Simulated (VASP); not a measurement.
# SiC (P1) in VASP: single point with PBE

Aim: the single point of SiC with PBE.

Program: VASP 6.6.1. These are calculated values, not measurements. Logs are shortened: lines on timing, memory, paths and dates and some standing lists are left out, and cuts for length are marked.

## 1. The cell of the first run

The typed cell holds 128 atoms: a = 12.315 Å, b = 12.315 Å, c = 12.315 Å, α = 60.00°, β = 60.00°, γ = 60.00°.

## 2. Single point, PBE

INCAR

```
SYSTEM = SiC
ALGO = Normal
EDIFF = 1E-6
ENCUT = 600
GGA = PE
GGA_COMPAT = .False.
ISIF = 2
ISMEAR = 0
LASPH = .True.
LCHARG = .True.
LELF = .True.
LREAL = Auto
LVHAR = .True.
LWAVE = .False.
NBANDS = 326
NELM = 120
PREC = Accurate
SIGMA = 0.01
```

KPOINTS

```
k-points
0
Gamma
  1 1 1
  0 0 0
```

POSCAR

```
SiC
1.0
    0.0000000000      8.7079880000      8.7079880000
    8.7079880000      0.0000000000      8.7079880000
    8.7079880000      8.7079880000      0.0000000000
Si C
64 64
Direct
    0.0700950000      0.0603470000      0.0637830000
    0.0611530000      0.0600590000      0.3090100000
    0.0595550000      0.0638710000      0.5607220000
    0.0600860000      0.0633720000      0.8132470000
    0.0575060000      0.3171890000      0.0583890000
    0.0616990000      0.3140680000      0.3006940000
[... 120 lines left out ...]
    0.7492460000      0.7438520000      0.5023100000
    0.7504110000      0.7511160000      0.7493370000
```

Potentials or basis: VASP PAW PBE potentials, release 64 (Si, C).

Run with:

```console
$ cat potpaw_PBE.64/Si/POTCAR potpaw_PBE.64/C/POTCAR > POTCAR
$ mpirun -np 1 vasp_gam > vasp.out
```

OUTCAR:

```text
SYSTEM = SiC
   EDIFF = 1E-6
   ENCUT = 600
   GGA = PE
   ISIF = 2
   ISMEAR = 0
   LASPH = .True.
   LREAL = Auto
   NELM = 120
   PREC = Accurate

 ion  position               nearest neighbor table
   1  0.070  0.060  0.064-  81 1.83  66 1.87  69 1.91  65 1.97   2 2.96  29 2.99  17 3.02  20 3.02
                             5 3.06  14 3.06  49 3.11   4 3.13   8 3.14
   2  0.061  0.060  0.309-  66 1.87  70 1.90  67 1.91  82 1.95   1 2.96  54 3.06  14 3.08   6 3.08
                            30 3.09  15 3.09  51 3.10  17 3.11  50 3.11   3 3.11   5 3.13
   3  0.060  0.064  0.561-  71 1.88  83 1.90  68 1.91  67 1.93  55 3.03  18 3.06  15 3.07   7 3.07
                            52 3.08  16 3.08  31 3.09   4 3.11   2 3.11  51 3.12   6 3.14
   4  0.060  0.063  0.813-  65 1.83  72 1.88  68 1.90  84 1.91  16 2.97  49 3.01  56 3.04   7 3.06
                            13 3.07  52 3.09  20 3.10  19 3.11   3 3.11   1 3.13  32 3.14   8 3.15
   5  0.058  0.317  0.058-  73 1.78  69 1.84  70 1.91  85 1.96   6 2.99   8 2.99  12 3.00   9 3.02
                            57 3.02  53 3.03   1 3.06  54 3.06  21 3.08  24 3.11  17 3.11   2 3.13
   6  0.062  0.314  0.301-  74 1.80  70 1.81  86 1.86  71 1.95  21 2.97   5 2.99   9 3.05   2 3.08
                            54 3.09  18 3.09  58 3.11   3 3.14
   7  0.067  0.309  0.562-  87 1.82  72 1.84  75 1.92  71 2.01  23 3.01  22 3.02  19 3.04  11 3.05
                             4 3.06   3 3.07  55 3.11  56 3.11  10 3.11   8 3.12  59 3.12
   8  0.057  0.320  0.814-  76 1.86  69 1.88  88 1.93  72 1.98   5 2.99  60 3.00  11 3.02  12 3.02
                            56 3.08  24 3.08  53 3.09   7 3.12  23 3.12   1 3.14   4 3.15
   9  0.059  0.563  0.055-  73 1.84  77 1.87  89 1.91  74 1.93  12 2.94  57 2.95   5 3.02  61 3.03
                             6 3.05  16 3.06  28 3.08  58 3.09  13 3.10  21 3.11
  10  0.058  0.568  0.315-  75 1.84  78 1.86  90 1.93  74 2.05  14 2.96  58 3.00  11 3.02  62 3.03
                            59 3.03  13 3.08  26 3.10   7 3.11
  11  0.062  0.559  0.563-  75 1.84  91 1.85  76 1.87  79 1.91  10 3.02   8 3.02  23 3.04  27 3.05
                             7 3.05  63 3.08  26 3.08  60 3.11  14 3.11  15 3.12  12 3.13  59 3.15
  12  0.065  0.561  0.815-  92 1.82  73 1.86  76 1.90  80 1.91   9 2.94  27 2.96   5 3.00   8 3.02
                            57 3.05  28 3.05  24 3.07  60 3.09  15 3.10  11 3.13  64 3.14
  13  0.059  0.812  0.060-  77 1.84  78 1.86  65 1.91  93 1.93  16 2.94  49 3.02  61 3.04  62 3.04
                             4 3.07  14 3.07  10 3.08   9 3.10  29 3.12  25 3.12  32 3.14
  14  0.055  0.812  0.312-  78 1.83  79 1.87  66 1.88  94 1.98  62 2.96  10 2.96  63 3.00  50 3.05
                             1 3.06  13 3.07   2 3.08  29 3.09  11 3.11  26 3.12  15 3.14
  15  0.064  0.811  0.562-  80 1.87  95 1.92  79 1.94  67 1.94  31 3.01  27 3.01  30 3.05  51 3.06
                             3 3.07  64 3.08  63 3.08   2 3.09  12 3.10  11 3.12  14 3.14
  16  0.063  0.819  0.816-  68 1.79  77 1.88  96 1.89  80 1.97  13 2.94   4 2.97  52 3.02  32 3.04
                            61 3.05   9 3.06   3 3.08  31 3.08  28 3.09
  17  0.314  0.069  0.058-  85 1.86  81 1.86  97 1.88  82 1.94  21 2.96  33 3.02  24 3.02   1 3.02
                            20 3.05  36 3.08   2 3.11   5 3.11  45 3.12  29 3.13
  18  0.315  0.067  0.320-  98 1.85  83 1.86  86 1.88  82 1.92  34 2.88  22 2.93  19 2.98  31 3.06
                             3 3.06  21 3.07  46 3.08  33 3.09   6 3.09
  19  0.315  0.063  0.563-  83 1.87  99 1.88  84 1.88  87 1.91  18 2.98  22 3.02  23 3.04  34 3.04
                             7 3.04  32 3.06  47 3.07  20 3.07   4 3.11  35 3.12  31 3.14
  20  0.312  0.063  0.814-  88 1.86  84 1.87  81 1.87 100 1.91   1 3.02  24 3.04  17 3.05  29 3.07
                            19 3.07  23 3.10  48 3.10  36 3.10  32 3.10   4 3.10  35 3.11
  21  0.308  0.309  0.065-  85 1.77  86 1.82  89 1.96 101 1.99  17 2.96   6 2.97  33 3.05  18 3.07
                             5 3.08  24 3.09   9 3.11  22 3.12  25 3.12  40 3.13  37 3.14
  22  0.313  0.307  0.317-  87 1.86 102 1.90  86 1.92  90 1.98  18 2.93  34 3.01  19 3.02   7 3.02
                            23 3.02  38 3.10  21 3.12  26 3.14
  23  0.310  0.313  0.561-  87 1.83  91 1.89  88 1.90 103 1.94   7 3.01  22 3.02  19 3.04  11 3.04
                            26 3.06  24 3.07  27 3.10  20 3.10  38 3.11   8 3.12  35 3.12
  24  0.314  0.311  0.810- 104 1.83  92 1.89  88 1.89  85 1.92  27 3.01  17 3.02  39 3.03  20 3.04
                            40 3.06  12 3.07  23 3.07   8 3.08  36 3.08  21 3.09   5 3.11  28 3.13
  25  0.315  0.562  0.060- 105 1.84  89 1.85  93 1.88  90 1.94  41 3.06  37 3.07  32 3.08  28 3.08
                            29 3.09  44 3.10  13 3.12  21 3.12  26 3.13
  26  0.313  0.563  0.314-  90 1.85 106 1.85  94 1.88  91 1.90  30 3.03  23 3.06  38 3.06  41 3.07
                            11 3.08  29 3.09  10 3.10  27 3.11  14 3.12  25 3.13  22 3.14  42 3.15
  27  0.303  0.562  0.572-  92 1.77  91 1.89  95 1.91 107 2.00  12 2.96  28 3.00  15 3.01  24 3.01
                            31 3.05  11 3.05  43 3.08  23 3.10  26 3.11  30 3.12  39 3.14
  28  0.312  0.567  0.808-  96 1.83  89 1.93  92 1.96 108 1.98  27 3.00  31 3.03  44 3.03  32 3.05
                            12 3.05  43 3.07  25 3.08   9 3.08  16 3.09  40 3.11  24 3.13
  29  0.309  0.814  0.063- 109 1.86  93 1.88  81 1.90  94 1.90   1 2.99  20 3.07  41 3.08  30 3.08
[... 133 lines left out ...]
 127  0.749  0.744  0.502-  47 1.85  59 1.87  63 1.93  62 1.94
 128  0.750  0.751  0.749-  64 1.86  48 1.90  60 1.90  63 1.91

  LATTYP: Found a face centered cubic cell.
 ALAT       =    17.4159760000

  Lattice vectors:

 A1 = (   0.0000000000,   8.7079880000,   8.7079880000)
 A2 = (   8.7079880000,   0.0000000000,   8.7079880000)
 A3 = (   8.7079880000,   8.7079880000,   0.0000000000)

Analysis of symmetry for initial positions (statically):
=====================================================================
 Subroutine PRICEL returns:
 Original cell was already a primitive cell.

 Routine SETGRP: Setting up the symmetry group for a
 face centered cubic supercell.

 Subroutine GETGRP returns: Found  1 space group operations
 (whereof  1 operations were pure point group operations)
 out of a pool of 48 trial point group operations.

The static configuration has the point symmetry C_1 .

Analysis of symmetry for dynamics (positions and initial velocities):
=====================================================================
 Subroutine PRICEL returns:
 Original cell was already a primitive cell.

 Routine SETGRP: Setting up the symmetry group for a
 face centered cubic supercell.

 Subroutine GETGRP returns: Found  1 space group operations
 (whereof  1 operations were pure point group operations)
 out of a pool of 48 trial point group operations.

The dynamic configuration has the point symmetry C_1 .

 Subroutine INISYM returns: Found  1 space group operations
 (whereof  1 operations are pure point group operations),
 and found     1 'primitive' translations

----------------------------------------------------------------------------------------

                                     Primitive cell

  volume of cell :    1320.6370

  direct lattice vectors                    reciprocal lattice vectors
     0.000000000  8.707988000  8.707988000    -0.057418545  0.057418545  0.057418545
     8.707988000  0.000000000  8.707988000     0.057418545 -0.057418545  0.057418545
     8.707988000  8.707988000  0.000000000     0.057418545  0.057418545 -0.057418545

  length of vectors
    12.314954731 12.314954731 12.314954731     0.099451837  0.099451837  0.099451837

  position of ions in fractional coordinates (direct lattice)
     0.070095000  0.060347000  0.063783000
     0.061153000  0.060059000  0.309010000
     0.059555000  0.063871000  0.560722000
     0.060086000  0.063372000  0.813247000
     0.057506000  0.317189000  0.058389000
     0.061699000  0.314068000  0.300694000
[... 120 lines left out ...]
     0.749246000  0.743852000  0.502310000
     0.750411000  0.751116000  0.749337000

  ion indices of the primitive-cell ions
   primitive index   ion index
                 1           1
                 2           2
                 3           3
                 4           4
                 5           5
                 6           6
[... 21 lines left out ...]
                28          28
                29          29
   k-points           NKPTS =      1   k-points in BZ     NKDIM =      1   number of bands    NBANDS=    326
   number of dos      NEDOS =    301   number of ions     NIONS =    128
   total plane-waves  NPLWV = 941192
   dimension x,y,z NGX =    98 NGY =   98 NGZ =   98
   dimension x,y,z NGXF=   196 NGYF=  196 NGZF=  196
   ions per type =              64  64
   NGX,Y,Z   is equivalent  to a cutoff of  13.23, 13.23, 13.23 a.u.
   NGXF,Y,Z  is equivalent  to a cutoff of  26.46, 26.46, 26.46 a.u.
 SYSTEM =  SiC
   PREC   = accura    normal or accurate (medium, high low for compatibility)
   ISTART =      0    job   : 0-new  1-cont  2-samecut
   ICHARG =      2    charge: 1-file 2-atom 10-const
   ISPIN  =      1    spin polarized calculation?
   LNONCOLLINEAR =      F non collinear calculations
   LSORBIT =      F    spin-orbit coupling
   LASPH  =      T    aspherical Exc in radial PAW
   ENCUT  =  600.0 eV  44.10 Ry    6.64 a.u.  24.60 24.60 24.60*2*pi/ulx,y,z
   NELM   =    120;   NELMIN=  2; NELMDL= -5     # of ELM steps
   EDIFF  = 0.1E-05   stopping-criterion for ELM
   LREAL  =      T    real-space projection
   EDIFFG = 0.1E-04   stopping-criterion for IOM
   NSW    =      0    number of steps for IOM
   IBRION =     -1    ionic relax: 0-MD 1-quasi-New 2-CG
   NFREE  =      0    steps in history (QN), initial steepest desc. (CG)
   ISIF   =      2    stress and relaxation
   ISYM   =      2    0-nonsym 1-usesym 2-fastsym
   POTIM  = 0.5000    time-step for ionic-motion
   TEBEG  =    0.0;   TEEND  =   0.0 temperature during run
   PSTRESS=    0.0 pullay stress
   NELECT =     512.0000    total number of electrons
   NUPDOWN=      -1.0000    fix difference up-down
   EMIN   =  10.00;   EMAX   =-10.00  energy-range for DOS
   EFERMI =   0.00;   METHOD = LEGACY
   ISMEAR =     0;   SIGMA  =   0.01  broadening in eV -4-tet -1-fermi 0-gaus
   EFERMI_NEDOS =   21; number of points for ismear=-14 and -15
   IALGO  =     38    algorithm
   IMIX   =      4    mixing-type and parameters
     AMIX     =   0.40;   BMIX     =  1.00
     AMIX_MAG =   1.60;   BMIX_MAG =  1.00
  volume/ion in A,a.u.               =      10.32        69.63
  Fermi-wavevector in a.u.,A,eV,Ry     =   1.193723  2.255810 19.387966  1.424975
  Thomas-Fermi vector in A             =   2.329731
   LORBIT       =      0    0 simple, 1 ext, 2 COOP (PROOUT), +10 PAW based schemes
   GGA     = PE    functional components
   LHFCALC =     F    Hartree Fock is set to
   AEXX    =    0.0000 exact exchange contribution
   IVDW    =     0    specifies the selected vdW correction
   LEPSILON=     F    determine dielectric tensor
   LRPA    =     F    only Hartree local field effects (RPA)
 non-spin polarized calculation
 Gauss-broadening in eV      SIGMA  =   0.01
  energy-cutoff  :      600.00
  volume of cell :     1320.64
 maximum number of plane-waves:     22020
 NGX is ok and might be reduce to    98
   NGX = 49   NGY = 49   NGZ = 49

 number of electron     512.0000001 magnetization

 Free energy of the ion-electron system (eV)
  ---------------------------------------------------
  ext. energy  EPLUGINS =         0.00000000
  ---------------------------------------------------
  free energy    TOTEN  =      -947.22412676 eV

  energy without entropy =     -947.22412676  energy(sigma->0) =     -947.22412676

 E-fermi :   8.3918     XC(G=0): -11.3530

 val. band max:        8.3431261225   @ k =   0.0000   0.0000   0.0000
 cond. band min:       9.3042798872   @ k =   0.0000   0.0000   0.0000
 fundamental gap:      0.9611537648
 Fermi energy:         8.3918384909

 k-point     1 :       0.0000    0.0000    0.0000
  band No.  band energies     occupation
      1      -7.3243      2.00000
      2      -6.3184      2.00000
      3      -6.2598      2.00000
      4      -6.1925      2.00000
      5      -6.1709      2.00000
      6      -6.1303      2.00000
[... 260 lines left out ...]
    267      11.6962      0.00000
    268      11.6987      0.00000
 [bands above 268 left out]

------------------------ aborting loop because EDIFF is reached ----------------------------------------

  FORCE on cell =-STRESS in cart. coord.  units (eV):
  Direction    XX          YY          ZZ          XY          YZ          ZX
  --------------------------------------------------------------------------------------
  -------------------------------------------------------------------------------------
  Total       46.5818030     45.7633661     47.0925326      5.0561359      9.1382801      4.1561294
  in kB       56.5123563     55.5194407     57.1319659      6.1340295     11.0864266      5.0421549
  external PRESSURE =      56.3879209 kB  Pullay stress =       0.0000000 kB

 VOLUME and BASIS-vectors are now :
 -----------------------------------------------------------------------------
  energy-cutoff  :      600.00
  volume of cell :     1320.64
      direct lattice vectors                 reciprocal lattice vectors
     0.000000000  8.707988000  8.707988000    -0.057418545  0.057418545  0.057418545
     8.707988000  0.000000000  8.707988000     0.057418545 -0.057418545  0.057418545
     8.707988000  8.707988000  0.000000000     0.057418545  0.057418545 -0.057418545

 POSITION                                       TOTAL-FORCE (eV/Angst)
 -----------------------------------------------------------------------------------
      1.08092      1.16581      1.13589         0.092619     -1.942299     -0.801061
      3.21385      3.22337      1.05551         0.704313      0.909344      0.938622
      5.43895      5.40136      1.07479         0.029307     -0.365429      0.032255
      7.63359      7.60497      1.07507        -0.522506     -0.153737      0.990162
      3.27053      1.00921      3.26284        -0.873014      2.346289     -0.918160
      5.35334      3.15571      3.27217         1.399208      1.741397     -1.177278
[... 120 lines left out ...]
     10.85156     10.89853     13.00188         0.184373     -0.164621      1.736635
     13.06593     13.05979     13.07528         0.031623     -0.193950     -0.010071
 -----------------------------------------------------------------------------------
    total drift:                               -0.010604     -0.023964     -0.008357

  FREE ENERGIE OF THE ION-ELECTRON SYSTEM (eV)
  ---------------------------------------------------
  free  energy   TOTEN  =      -947.2241267605 eV

  energy  without entropy=     -947.2241267605  energy(sigma->0) =     -947.22412676
```

Wall time 14 min (1 thread of Intel Xeon Platinum 8488C (Sapphire Rapids), shared host); peak memory 1.7 GiB.

What came out:

| Property | Result |
| --- | --- |
| Free energy | -947.2241 eV |
| Pressure | 5.6 GPa |
| Largest force | 7.172 eV/Å |
| Band gap on the k mesh | 0.96 eV |

Forces on the atoms (eV/Å):
```
Si   0.093 -1.942 -0.801
Si   0.704  0.909  0.939
Si   0.029 -0.365  0.032
Si  -0.523 -0.154  0.990
Si  -0.873  2.346 -0.918
Si   1.399  1.741 -1.177
Si   0.078 -2.192 -0.769
Si  -1.710  0.012 -0.545
Si   0.813  2.394  0.476
Si  -2.735  0.363 -0.086
Si   0.773 -0.465  0.308
Si   0.115 -1.816 -0.172
Si  -0.010  0.940  1.200
Si  -0.108  1.640  1.562
Si   0.185 -0.707  0.099
Si  -2.332 -0.222 -1.428
Si   0.372  1.386 -0.915
Si  -0.972 -1.980 -1.356
Si   0.485  0.201 -0.274
Si  -0.383 -0.046  0.299
Si   1.071  0.886  3.356
Si   0.459 -1.569  1.779
Si   0.038  1.214  0.786
Si   0.675 -0.444 -0.866
Si   1.038  0.519 -0.674
Si  -0.118 -0.229 -0.266
Si  -1.990 -0.899  2.265
Si  -0.047  1.536 -0.617
Si  -0.228  0.526 -0.058
Si   1.339 -0.298  0.784
Si   2.326  2.833  2.947
Si   1.250 -0.528 -0.739
Si  -0.029  0.080  1.240
Si   0.957  2.143  2.729
Si   0.066 -1.908 -1.628
Si   1.161 -0.154 -1.230
Si   1.851  1.420  0.495
Si  -0.084 -0.688 -1.555
Si  -1.997 -2.381  0.113
Si   1.605  0.671 -0.042
Si  -0.941 -0.146 -1.008
Si  -1.669 -2.098 -0.739
Si   2.093  1.791  1.755
Si   3.224  3.867  2.432
Si  -1.320 -2.585 -1.104
Si   0.755  0.715 -0.888
Si  -1.615 -2.187 -0.640
Si  -0.186 -0.539  0.245
Si   0.706 -1.169 -0.781
Si   0.775 -0.123  1.853
Si   2.863 -0.088  1.472
Si   1.288  0.023  0.634
Si  -1.403 -0.281  0.065
Si   3.100  2.240  2.032
Si   0.015 -0.963  0.596
Si   1.454  0.131  0.976
Si  -0.192 -0.481 -2.401
Si  -1.937 -0.147 -2.415
Si   2.540  3.022  1.463
Si  -0.566 -0.818  0.591
Si   1.449 -0.394  0.245
Si   0.490  0.336 -1.092
Si   0.181 -0.051 -1.396
Si  -0.349  0.859 -0.541
C    0.052  1.405 -0.068
C    0.129 -0.023 -0.043
C   -1.435  1.886  0.743
C    0.825 -0.842  0.854
C   -0.049 -0.163 -0.232
C   -1.260 -1.111 -0.709
C    0.028  1.903  1.444
C    0.944  0.820 -0.014
C    1.033 -1.367  1.519
C    1.709 -0.408  2.388
C    0.089 -0.508 -1.251
C    0.119  0.601 -0.221
C   -0.622 -0.474  0.168
C    0.116 -0.099 -0.535
C    0.028  0.661  0.504
C    0.843  0.449 -0.464
C   -0.314  0.043 -0.406
C   -0.654 -0.322 -1.271
C   -0.282 -0.328 -0.246
C   -0.565  0.281 -0.532
C   -1.292 -2.013 -0.905
C    0.659  1.474 -0.223
C   -1.522  0.280 -0.414
C    0.802 -0.127  0.384
C   -1.273 -0.874 -0.895
C   -0.786 -0.595 -0.915
C   -0.178  0.405  0.681
C    0.970  2.460  0.265
C    0.252 -0.984  0.189
C    0.306 -1.161 -0.777
C   -2.716 -3.384 -2.858
C    0.691 -0.619  0.281
C    0.648  0.304  0.138
C   -1.182 -0.402 -0.837
C    0.525  0.954 -0.311
C   -1.112 -0.975 -0.774
C   -2.669 -2.886 -3.169
C    0.014  0.059 -0.488
C    2.594  0.489  0.654
C    1.200  1.768  0.717
C    0.419  0.092  1.768
C    0.553  0.510  1.174
C    0.438 -0.130 -2.641
C   -3.768 -4.649 -3.953
C    1.010  1.270  1.164
C    0.628  1.348  1.405
C   -0.742 -0.381  0.097
C    0.773  1.624  0.905
C   -0.102  0.387 -0.091
C    0.259 -1.556 -0.420
C   -1.645  0.669 -0.400
C   -1.627  0.181  1.459
C   -0.812  0.940 -0.210
C   -2.773 -0.025 -1.895
C   -1.887  0.216 -0.987
C   -1.967 -0.066 -0.463
C    1.997  0.304  0.754
C    0.878  0.211  1.906
C   -1.149 -1.484 -1.073
C   -1.863 -1.626 -0.973
C   -0.298  1.183  1.017
C   -0.700 -0.926 -0.276
C    0.184 -0.165  1.737
C    0.032 -0.194 -0.010
```

Caveat: the k points lie up to 0.62 Å⁻¹ apart; an odd mesh through Γ misses points on the zone boundary, where band edges can lie; forces of over 1 eV/Å act on the atoms, so gaps and moduli don't describe the material at rest.
